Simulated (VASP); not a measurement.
Here is a VASP 6.6.1 calculation.

The input INCAR:

```
ALGO = Normal
EDIFF = 1E-6
ENCUT = 520
ISIF = 2
ISMEAR = -1
LASPH = True
LCHARG = False
LREAL = False
LWAVE = False
NBANDS = 14
NELM = 60
PREC = Accurate
SIGMA = 0.15
```

Contents of KPOINTS:

```
k-points
0
Gamma
  9 9 3
```

The input POSCAR:

```
Al
1.0
    2.8270770000      0.0000000000      0.0000000000
   -1.4135390000      2.4483210000      0.0000000000
    0.0000000000      0.0000000000      9.1859930000
Al
4
Direct
    0.0000000000      0.0000000000      0.0000000000
    0.3333333333      0.6666666667      0.2500000000
    0.0000000000      0.0000000000      0.5000000000
    0.6666666667      0.3333333333      0.7500000000
```

Potentials or basis: VASP PAW LDA potentials, release 64 (Al).

Run with:

```console
$ cat potpaw_LDA.64/Al/POTCAR > POTCAR
$ mpirun -np 1 vasp_std > vasp.out
```

Problem. Predict the band gap on the k mesh.

Solution. Zero (band 6 reaches 12.22 eV, above the bottom of band 7 at 6.81 eV).

Problem. What does it give for the pressure?

Solution. -0.2 GPa.

Stress tensor (GPa, compression positive):
```
-0.88  0.00  0.00
 0.00 -0.88  0.00
 0.00  0.00  1.23
```
